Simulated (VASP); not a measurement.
# Hf (I4/mmm) in VASP: a series of runs

The runs below take Hf through single point, with r2SCAN.

All numbers are computed with VASP 6.6.1; they aren't measurements. Logs are shortened: lines on timing, memory, paths and dates and some standing lists are left out, and cuts for length are marked.

### 1 The cell of the first run

Symmetry: I4/mmm, No. 139, tetragonal system. Conventional cell: a = 2.877 Å, b = 2.877 Å, c = 5.289 Å, α = 90.00°, β = 90.00°, γ = 90.00°. Hf (site symmetry 4/mmm) has 12 Hf at 2.88 to 3.34 Å within 3.8 Å.

### 2 Single point, r2SCAN

File POSCAR:

```
Hf
1.0
    0.0000000000      2.0340979261      2.6443273039
    2.0340979261      0.0000000000      2.6443273039
    2.0340979261      2.0340979261      0.0000000000
Hf
1
Direct
    0.0000000000      0.0000000000      0.0000000000
```

File INCAR.step1:

```
SYSTEM = Hf
ALGO     = Normal         ! electronic algorithm
EDIFF    = 1E-4           ! SCF threshold, eV
ENCUT    = 520            ! plane-wave cutoff, eV
GGA      = PE             ! functional
ISMEAR   = 0              ! smearing method
LASPH    = .True.         ! aspherical terms in the spheres
LCHARG   = .False.        ! write CHGCAR
LREAL    = .False.        ! projectors in reciprocal space
LWAVE    = .True.         ! write WAVECAR
NBANDS   = 11             ! bands
NELM     = 100            ! most SCF steps
PREC     = Accurate       ! precision mode
SIGMA    = 0.15           ! smearing width, eV
```

File INCAR.step2:

```
SYSTEM = Hf
ALGO     = Normal         ! electronic algorithm
EDIFF    = 1E-6           ! SCF threshold, eV
ENCUT    = 520            ! plane-wave cutoff, eV
ISIF     = 2              ! what is computed and relaxed
ISMEAR   = 0              ! smearing method
ISTART   = 1            
LASPH    = .True.         ! aspherical terms in the spheres
LCHARG   = .False.        ! write CHGCAR
LMIXTAU  = .True.       
LREAL    = .False.        ! projectors in reciprocal space
LWAVE    = .False.        ! write WAVECAR
METAGGA  = R2SCAN         ! meta-GGA
NBANDS   = 11             ! bands
NELM     = 100            ! most SCF steps
PREC     = Accurate       ! precision mode
SIGMA    = 0.15           ! smearing width, eV
```

File KPOINTS:

```
k-points
0
Gamma
  20 20 20
  0 0 0
```

Potentials or basis: VASP PAW PBE potentials, release 64 (Hf_pv).

Run with:

```sh
$ cat potpaw_PBE.64/Hf_pv/POTCAR > POTCAR
$ cp INCAR.step1 INCAR
$ mpirun -np 1 vasp_std > vasp.out
$ cp INCAR.step2 INCAR
$ mpirun -np 1 vasp_std > vasp.out
```

OUTCAR:

```text
SYSTEM = Hf
   EDIFF = 1E-6
   ENCUT = 520
   ISIF = 2
   ISMEAR = 0
   ISTART = 1
   LASPH = .True.
   LREAL = .False.
   METAGGA = R2SCAN
   NELM = 100
   PREC = Accurate

 ion  position               nearest neighbor table
   1  0.000  0.000  0.000-

  LATTYP: Found a body centered tetragonal cell.
 ALAT       =     2.8766488743
 C/A-ratio  =     1.8384776311

  Lattice vectors:

 A1 = (  -2.0340979261,   0.0000000000,   2.6443273039)
 A2 = (   2.0340979261,   0.0000000000,   2.6443273039)
 A3 = (   0.0000000000,   2.0340979261,  -2.6443273039)

Analysis of symmetry for initial positions (statically):
=====================================================================
 Subroutine PRICEL returns:
 Original cell was already a primitive cell.

 Routine SETGRP: Setting up the symmetry group for a
 body centered tetragonal supercell.

 Subroutine GETGRP returns: Found 16 space group operations
 (whereof 16 operations were pure point group operations)
 out of a pool of 16 trial point group operations.

The static configuration has the point symmetry D_4h.

Analysis of symmetry for dynamics (positions and initial velocities):
=====================================================================
 Subroutine PRICEL returns:
 Original cell was already a primitive cell.

 Routine SETGRP: Setting up the symmetry group for a
 body centered tetragonal supercell.

 Subroutine GETGRP returns: Found 16 space group operations
 (whereof 16 operations were pure point group operations)
 out of a pool of 16 trial point group operations.

The dynamic configuration has the point symmetry D_4h.

 Subroutine INISYM returns: Found 16 space group operations
 (whereof 16 operations are pure point group operations),
 and found     1 'primitive' translations

----------------------------------------------------------------------------------------

                                     Primitive cell

  volume of cell :      21.8821

  direct lattice vectors                    reciprocal lattice vectors
     0.000000000  2.034097926  2.644327304    -0.245809208  0.245809208  0.189084006
     2.034097926  0.000000000  2.644327304     0.245809208 -0.245809208  0.189084006
     2.034097926  2.034097926  0.000000000     0.245809208  0.245809208 -0.189084006

  length of vectors
     3.336168650  3.336168650  2.876648874     0.395723508  0.395723508  0.395723508

  position of ions in fractional coordinates (direct lattice)
     0.000000000  0.000000000  0.000000000

  ion indices of the primitive-cell ions
   primitive index   ion index
                 1           1

----------------------------------------------------------------------------------------

 KPOINTS: k-points

Automatic generation of k-mesh.
 Grid dimensions read from file:
 generate k-points for:   20   20   20

 Generating k-lattice:

  Cartesian coordinates                     Fractional coordinates (reciprocal lattice)
    -0.012290460  0.012290460  0.009454200     0.050000000  0.000000000  0.000000000
     0.012290460 -0.012290460  0.009454200     0.000000000  0.050000000  0.000000000
     0.012290460  0.012290460 -0.009454200    -0.000000000 -0.000000000  0.050000000

  Length of vectors
     0.019786175  0.019786175  0.019786175

  Shift w.r.t. Gamma in fractional coordinates (k-lattice)
     0.000000000  0.000000000  0.000000000

 Subroutine IBZKPT returns following result:
 ===========================================

 Found    641 irreducible k-points:

 Following reciprocal coordinates:
            Coordinates               Weight
  0.000000  0.000000  0.000000      1.000000
  0.050000 -0.000000  0.000000      8.000000
  0.100000 -0.000000  0.000000      8.000000
  0.150000  0.000000  0.000000      8.000000
  0.200000 -0.000000  0.000000      8.000000
  0.250000 -0.000000  0.000000      8.000000
[... 16 lines left out ...]
 -0.400000  0.050000  0.000000      8.000000
 -0.350000  0.050000  0.000000      8.000000
 [... further k-points ...]
   k-points           NKPTS =    641   k-points in BZ     NKDIM =    641   number of bands    NBANDS=     11
   number of dos      NEDOS =    301   number of ions     NIONS =      1
   total plane-waves  NPLWV =  18816
   dimension x,y,z NGX =    28 NGY =   28 NGZ =   24
   dimension x,y,z NGXF=    56 NGYF=   56 NGZF=   48
   ions per type =               1
   NGX,Y,Z   is equivalent  to a cutoff of  13.95, 13.95, 13.87 a.u.
   NGXF,Y,Z  is equivalent  to a cutoff of  27.91, 27.91, 27.74 a.u.
 SYSTEM =  Hf
   PREC   = accura    normal or accurate (medium, high low for compatibility)
   ISTART =      1    job   : 0-new  1-cont  2-samecut
   ICHARG =      0    charge: 1-file 2-atom 10-const
   ISPIN  =      1    spin polarized calculation?
   LNONCOLLINEAR =      F non collinear calculations
   LSORBIT =      F    spin-orbit coupling
   LASPH  =      T    aspherical Exc in radial PAW
   ENCUT  =  520.0 eV  38.22 Ry    6.18 a.u.   6.20  6.20  5.35*2*pi/ulx,y,z
   NELM   =    100;   NELMIN=  2; NELMDL=  0     # of ELM steps
   EDIFF  = 0.1E-05   stopping-criterion for ELM
   LREAL  =      F    real-space projection
   EDIFFG = 0.1E-04   stopping-criterion for IOM
   NSW    =      0    number of steps for IOM
   IBRION =     -1    ionic relax: 0-MD 1-quasi-New 2-CG
   NFREE  =      0    steps in history (QN), initial steepest desc. (CG)
   ISIF   =      2    stress and relaxation
   ISYM   =      2    0-nonsym 1-usesym 2-fastsym
   POTIM  = 0.5000    time-step for ionic-motion
   TEBEG  =    0.0;   TEEND  =   0.0 temperature during run
   PSTRESS=    0.0 pullay stress
   NELECT =      10.0000    total number of electrons
   NUPDOWN=      -1.0000    fix difference up-down
   EMIN   =  10.00;   EMAX   =-10.00  energy-range for DOS
   EFERMI =   0.00;   METHOD = LEGACY
   ISMEAR =     0;   SIGMA  =   0.15  broadening in eV -4-tet -1-fermi 0-gaus
   EFERMI_NEDOS =   21; number of points for ismear=-14 and -15
   IALGO  =     38    algorithm
   IMIX   =      4    mixing-type and parameters
     AMIX     =   0.40;   BMIX     =  1.00
     AMIX_MAG =   1.60;   BMIX_MAG =  1.00
  volume/ion in A,a.u.               =      21.88       147.67
  Fermi-wavevector in a.u.,A,eV,Ry     =   1.260991  2.382927 21.634588  1.590097
  Thomas-Fermi vector in A             =   2.394472
   LORBIT       =      0    0 simple, 1 ext, 2 COOP (PROOUT), +10 PAW based schemes
   METAGGA = R2SCAN    functional components
   LHFCALC =     F    Hartree Fock is set to
   AEXX    =    0.0000 exact exchange contribution
   IVDW    =     0    specifies the selected vdW correction
   LEPSILON=     F    determine dielectric tensor
   LRPA    =     F    only Hartree local field effects (RPA)
 non-spin polarized calculation
 Gauss-broadening in eV      SIGMA  =   0.15
  energy-cutoff  :      520.00
  volume of cell :       21.88
 maximum number of plane-waves:       604
 NGX is ok and might be reduce to    28

 number of electron      10.0000000 magnetization

 Free energy of the ion-electron system (eV)
  ---------------------------------------------------
  ext. energy  EPLUGINS =         0.00000000
  ---------------------------------------------------
  free energy    TOTEN  =       -44.88188709 eV

  energy without entropy =      -44.86558599  energy(sigma->0) =      -44.87373654

 E-fermi :   4.6001     XC(G=0): -12.2742

 val. band max:        4.5990018684   @ k =  -0.4000   0.2500   0.0000
 cond. band min:       4.6026870328   @ k =  -0.1000   0.0000   0.0500
 fundamental gap:      0.0036851644
 Fermi energy:         4.6001277666

 k-point     1 :       0.0000    0.0000    0.0000
  band No.  band energies     occupation
      1     -26.4169      2.00000
      2     -26.2779      2.00000
      3     -26.2779      2.00000
      4      -2.8219      2.00000
      5       4.4335      1.88391
      6       6.3772      0.00000
      7       7.9569      0.00000
      8       7.9569      0.00000
      9      11.5219      0.00000
     10      16.7587      0.00000
     11      17.6093      0.00000

 k-point     2 :       0.0500   -0.0000    0.0000
  band No.  band energies     occupation
      1     -26.4221      2.00000
      2     -26.3067      2.00000
      3     -26.2770      2.00000
      4      -2.7253      2.00000
      5       4.4804      1.74102
      6       6.3903      0.00000
      7       7.8033      0.00000
      8       8.0011      0.00000
      9      11.4091      0.00000
     10      16.7586      0.00000
     11      17.7206      0.00000

 k-point     3 :       0.1000   -0.0000    0.0000
  band No.  band energies     occupation
      1     -26.4440      2.00000
      2     -26.3824      2.00000
      3     -26.2743      2.00000
      4      -2.4425      2.00000
      5       4.6054      0.96018
      6       6.3881      0.00000
      7       7.4726      0.00000
      8       8.1283      0.00000
      9      11.1046      0.00000
     10      16.7585      0.00000
     11      17.9539      0.00000

 k-point     4 :       0.1500    0.0000    0.0000
  band No.  band energies     occupation
      1     -26.5421      2.00000
      2     -26.4341      2.00000
      3     -26.2702      2.00000
      4      -1.9948      2.00000
      5       4.7661      0.11763
      6       6.1633      0.00000
      7       7.3613      0.00000
      8       8.3189      0.00000
      9      10.6932      0.00000
     10      16.7584      0.00000
     11      18.2191      0.00000
[... 239 lines left out ...]
 k-point    22 :      -0.4500    0.0500    0.0000
  band No.  band energies     occupation
      1     -27.4167      2.00000
      2     -26.5629      2.00000
      3     -26.2401      2.00000
      4       1.1598      2.00000
      5       4.6093      0.93074
      6       5.2869      0.00000
      7       7.8469      0.00000
      8      10.9649      0.00000
      9      11.5453      0.00000
     10      15.5039      0.00000
     11      16.0793      0.00000

 k-point    23 :      -0.4000    0.0500    0.0000
  band No.  band energies     occupation
      1     -27.3844      2.00000
      2     -26.5491      2.00000
      3     -26.2384      2.00000
      4       1.0594      2.00000
      5       4.5097      1.60611
      6       5.2118      0.00000
      7       7.9200      0.00000
      8      10.7244      0.00000
      9      11.2793      0.00000
     10      15.8976      0.00000
     11      16.3911      0.00000

 k-point    24 :      -0.3500    0.0500    0.0000
  band No.  band energies     occupation
      1     -27.3038      2.00000
      2     -26.5298      2.00000
      3     -26.2388      2.00000
      4       0.7797      2.00000
      5       4.3840      1.95840
      6       5.2242      0.00000
      7       8.0942      0.00000
      8      10.3820      0.00000
      9      10.6506      0.00000
     10      16.1986      0.00000
     11      16.7578      0.00000

 [... further k-points ...]

------------------------ aborting loop because EDIFF is reached ----------------------------------------

  FORCE on cell =-STRESS in cart. coord.  units (eV):
  Direction    XX          YY          ZZ          XY          YZ          ZX
  --------------------------------------------------------------------------------------
  -------------------------------------------------------------------------------------
  Total        0.8807083      0.8807083     -1.3775030      0.0000000      0.0000000      0.0000000
  in kB       64.4842669     64.4842669   -100.8588958      0.0000000      0.0000000      0.0000000
  external PRESSURE =       9.3698793 kB  Pullay stress =       0.0000000 kB

 VOLUME and BASIS-vectors are now :
 -----------------------------------------------------------------------------
  energy-cutoff  :      520.00
  volume of cell :       21.88
      direct lattice vectors                 reciprocal lattice vectors
     0.000000000  2.034097926  2.644327304    -0.245809208  0.245809208  0.189084006
     2.034097926  0.000000000  2.644327304     0.245809208 -0.245809208  0.189084006
     2.034097926  2.034097926  0.000000000     0.245809208  0.245809208 -0.189084006

 POSITION                                       TOTAL-FORCE (eV/Angst)
 -----------------------------------------------------------------------------------
      0.00000      0.00000      0.00000         0.000000      0.000000      0.000000
 -----------------------------------------------------------------------------------
    total drift:                               -0.000000      0.000000     -0.000000

  FREE ENERGIE OF THE ION-ELECTRON SYSTEM (eV)
  ---------------------------------------------------
  free  energy   TOTEN  =       -44.8818870884 eV

  energy  without entropy=      -44.8655859859  energy(sigma->0) =      -44.87373654
```

It took 7.9 min on 1 thread of AMD EPYC 9R45 (Zen 5), shared host; peak memory 0.25 GiB.

Results:

* Free energy: -44.8819 eV
* Pressure: 0.9 GPa
* Band gap on the k mesh: zero (band 5 reaches 5.69 eV, above the bottom of band 6 at 3.90 eV)

Caveat: the PAW data sets were made with another functional, which shifts forces and pressure a little; spin-orbit coupling is left out, which moves the levels of the heavy elements.

### 3 Single point, r2SCAN

This run uses another cell than the first one, of the same volume but with other edges.

File POSCAR:

```
Hf
1.0
    0.0000000000      2.2825678644      2.0999624352
    2.2825678644      0.0000000000      2.0999624352
    2.2825678644      2.2825678644      0.0000000000
Hf
1
Direct
    0.0000000000      0.0000000000      0.0000000000
```

File INCAR.step1:

```
ALGO     = Normal         # electronic algorithm
EDIFF    = 1E-4           # SCF threshold, eV
ENCUT    = 520            # plane-wave cutoff, eV
GGA      = PE             # functional
ISMEAR   = 0              # smearing method
LASPH    = T              # aspherical terms in the spheres
LCHARG   = F              # write CHGCAR
LREAL    = F              # projectors in reciprocal space
LWAVE    = T              # write WAVECAR
NBANDS   = 11             # bands
NELM     = 60             # most SCF steps
PREC     = Accurate       # precision mode
SIGMA    = 0.15           # smearing width, eV
```

File INCAR.step2:

```
ALGO     = Normal         # electronic algorithm
EDIFF    = 1E-6           # SCF threshold, eV
ENCUT    = 520            # plane-wave cutoff, eV
ISIF     = 2              # what is computed and relaxed
ISMEAR   = 0              # smearing method
ISTART   = 1            
LASPH    = T              # aspherical terms in the spheres
LCHARG   = T              # write CHGCAR
LELF     = T              # ELF
LMIXTAU  = T            
LREAL    = F              # projectors in reciprocal space
LVHAR    = T            
LWAVE    = F              # write WAVECAR
METAGGA  = R2SCAN         # meta-GGA
NBANDS   = 11             # bands
NELM     = 60             # most SCF steps
PREC     = Accurate       # precision mode
SIGMA    = 0.15           # smearing width, eV
```

File KPOINTS:

```
k-points
0
Gamma
  20 20 20
```

Potentials or basis: VASP PAW PBE potentials, release 64 (Hf_pv).

Run with:

```sh
$ cat potpaw_PBE.64/Hf_pv/POTCAR > POTCAR
$ cp INCAR.step1 INCAR
$ mpirun -np 1 vasp_std > vasp.out
$ cp INCAR.step2 INCAR
$ mpirun -np 1 vasp_std > vasp.out
```

It took 5.5 min on 1 thread of AMD EPYC 9R45 (Zen 5), shared host; peak memory 0.24 GiB.

The run converged. Its results:

```yaml
Free_energy: -45.0538 eV
Pressure: 2.1 GPa
Band_gap_on_the_k_mesh: zero (band 5 reaches 6.28 eV, above the bottom of band 6 at 4.07 eV)
```

Stress tensor (GPa, compression positive):
```
0.82 0.00 0.00
0.00 0.82 0.00
0.00 0.00 4.79
```

Levels at points of the mesh, in eV from the Fermi level:
```
           k point  band 1  band 2  band 3  band 4  band 5  band 6  band 7  band 8  band 9  band 10
(0.00, 0.00, 0.00)  -31.03  -31.02  -31.02   -7.61    1.38    1.38    2.29    3.97    5.25    12.04
(0.50, 0.00, 0.00)  -31.93  -31.19  -31.09   -3.78    0.48    0.87    2.03    6.47    7.19    10.37
(0.50, 0.50, 0.00)  -31.87  -31.42  -31.42   -3.31   -2.44    3.61    6.88    7.43    7.43     9.82
(0.50, 0.00, 0.50)  -31.87  -31.37  -31.24   -3.46   -2.07    2.10    6.74    6.92    7.88    10.49
```

Caveat: the PAW data sets were made with another functional, which shifts forces and pressure a little; spin-orbit coupling is left out, which moves the levels of the heavy elements.

### 4 Single point, r2SCAN

This run uses another cell than the first one, of the same volume but with other edges.

File POSCAR:

```
Hf
1.0
    0.0000000000      2.1505790597      2.3656369656
    2.1505790597      0.0000000000      2.3656369656
    2.1505790597      2.1505790597      0.0000000000
Hf
1
Direct
    0.0000000000      0.0000000000      0.0000000000
```

File INCAR.step1:

```
  PREC = Accurate
  ENCUT = 520
  ISMEAR = 0
  SIGMA = 0.15
  LREAL = F
  LASPH = T
  NELM = 80
  NBANDS = 11
  GGA = PE
  ALGO = Normal
  EDIFF = 1E-4
  LWAVE = T
  LCHARG = F
```

File INCAR.step2:

```
  PREC = Accurate
  ENCUT = 520
  EDIFF = 1E-7
  ISMEAR = 0
  SIGMA = 0.15
  LREAL = F
  LASPH = T
  NELM = 80
  ALGO = Normal
  ISIF = 2
  LWAVE = F
  LCHARG = T
  METAGGA = R2SCAN
  LMIXTAU = T
  LELF = T
  LVHAR = T
  NBANDS = 11
  ISTART = 1
```

File KPOINTS:

```
Automatic mesh
0
Gamma
  20 20 20
```

Run with:

```sh
$ cat potpaw_PBE.64/Hf_pv/POTCAR > POTCAR
$ cp INCAR.step1 INCAR
$ mpirun -np 1 vasp_std > vasp.out
$ cp INCAR.step2 INCAR
$ mpirun -np 1 vasp_std > vasp.out
```

Run time: 5.8 min. Hardware: 1 thread of AMD EPYC 9R45 (Zen 5), shared host; peak memory 0.25 GiB.

The run converged. Its results:

```
Free energy            : -45.0466 eV
Pressure               : 2.1 GPa
Band gap on the k mesh : zero (band 5 reaches 6.00 eV, above the bottom of band 6 at 3.90 eV)
```

Stress tensor (GPa, compression positive):
```
 3.86  0.00  0.00
 0.00  3.86  0.00
 0.00  0.00 -1.47
```

Levels at points of the mesh, in eV from the Fermi level:
```csv
k point,band 3,band 4,band 5,band 6,band 7,band 8
"(0.00, 0.00, 0.00)",-31.01,-7.59,0.91,2.10,2.10,3.73
"(0.50, 0.00, 0.00)",-31.07,-3.76,0.50,0.84,2.08,6.54
"(0.50, 0.50, 0.00)",-31.25,-3.53,-2.03,1.54,7.06,7.42
"(0.50, 0.00, 0.50)",-31.28,-3.35,-2.25,3.18,6.64,6.72
```

Caveat: the PAW data sets were made with another functional, which shifts forces and pressure a little; spin-orbit coupling is left out, which moves the levels of the heavy elements.

### 5 Summary

| cell | gap on the mesh (eV) | pressure (GPa) |
| --- | --- | --- |
| a = 3.336, b = 3.336, c = 2.877 Å, angles 64.5, 64.5, 51.1°, 1 atom | none | 0.9 |
| a = 3.102, b = 3.102, c = 3.228 Å, angles 58.6, 58.6, 62.7°, 1 atom | none | 2.1 |
| a = 3.197, b = 3.197, c = 3.041 Å, angles 61.6, 61.6, 56.8°, 1 atom | none | 2.1 |

Alike in all rows: task single point; level r2SCAN; potentials or basis VASP PAW PBE potentials, release 64 (Hf_pv); no spin polarisation; k mesh 20 × 20 × 20; cutoff (eV) 520; smearing gaussian 0.15 eV.

Caveats: the PAW data sets were made with another functional, which shifts forces and pressure a little; spin-orbit coupling is left out, which moves the levels of the heavy elements.

Absolute energies hang on the potentials; compare differences alone.
